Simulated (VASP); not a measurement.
**TaN: single point with r2SCAN**

The system is TaN.

```
Ta N
1.0
     0.00000    2.19827    2.19827
     2.19827    0.00000    2.19827
     2.19827    2.19827    0.00000
Ta N
1 1
Cartesian
  2.1983 2.1983 2.1983
  0.0000 0.0000 0.0000
```

```
Program                : VASP 6.6.1
Task                   : single point
Functional             : r2SCAN
Potentials or basis    : VASP PAW PBE potentials, release 64 (Ta_pv, N)
Cutoff                 : 520 eV
k mesh                 : 16 × 16 × 16
Occupations            : gaussian, width 0.1 eV
Spin                   : no spin polarisation
Dipole correction      : no
Further INCAR settings : ALGO = Normal; EDIFF = 1e-06; NBANDS = 15
```

* Pressure: 1.9 GPa
* Band gap on the k mesh: zero (band 8 reaches 11.55 eV, above the bottom of band 9 at 7.45 eV)

Levels at points of the mesh, in eV from the Fermi level:
```csv
k point,band 6,band 7,band 8,band 9,band 10,band 11
"(0.00, 0.00, 0.00)",-4.15,-4.15,-2.16,-2.16,-2.16,0.14
"(0.50, 0.00, 0.00)",-8.00,-8.00,1.93,1.93,2.08,4.10
"(0.50, 0.50, 0.00)",-5.62,-5.00,-5.00,2.22,3.56,3.56
```

Wall time 64 s on 1 thread of Intel Xeon 6975P-C, with other jobs on the host, peak memory 0.18 GiB.

Caveat: the PAW data sets were made with another functional, which shifts forces and pressure a little; spin-orbit coupling is left out, which moves the levels of the heavy elements.
